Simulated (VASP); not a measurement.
B3As2N: single point with PBE

The system is B3As2N.

```xyz
6
Lattice="3.1867 0.0000 0.0000 -1.5933 2.7597 0.0000 0.0000 0.0000 7.7345" Properties=species:S:1:pos:R:3 pbc="T T T"
N     0.0000    0.0000   -0.0853
As    0.0000    1.8398    2.4761
As    1.5933    0.9199    5.2832
B     0.0000    1.8398    0.4200
B     1.5933    0.9199    3.2250
B     0.0000    0.0000    6.0837
```

```yaml
Program: VASP 6.6.1
Task: single point
Functional: PBE
Potentials_or_basis: VASP PAW PBE potentials, release 64 (N, As, B)
Cutoff: 520 eV
k_mesh: 12 × 12 × 4
Occupations: fermi-dirac, width 0.02 eV
Spin: no spin polarisation
```

The pressure is 0.8 GPa, the largest force is 0.048 eV/Å and the band gap on the k mesh is zero (bands 12 and 13 overlap by 0.12 eV).

Forces in eV/Å, atoms in the order of the input:
```
N    0.000  0.000  0.012
As   0.000  0.000 -0.017
As   0.000  0.000 -0.015
B    0.000  0.000 -0.048
B    0.000  0.000  0.022
B    0.000  0.000  0.046
```

Levels at points of the mesh, in eV from the Fermi level:
```tsv
k point	band 8	band 9	band 10	band 11	band 12	band 13	band 14	band 15	band 16	band 17
(0.00, 0.00, 0.00)	-1.86	-1.33	-1.33	-0.36	0.12	0.12	2.93	2.93	3.37	4.19
(0.50, 0.00, 0.00)	-5.82	-4.54	-4.39	-3.52	-2.49	0.53	1.51	2.59	3.72	4.49
(0.00, 0.00, 0.50)	-3.95	-1.16	-1.16	-0.22	-0.22	0.23	3.09	3.41	3.41	4.33
(0.50, 0.00, 0.50)	-5.99	-5.80	-3.84	-3.02	-2.08	0.73	2.15	2.79	3.16	4.32
```

Run time: 46 s on 1 thread of Intel(R) Xeon(R) 6975P-C (Granite Rapids), on a shared host, peak memory 0.24 GiB.

Caveat: semilocal functionals underestimate gaps, so a narrow gap can read as zero.
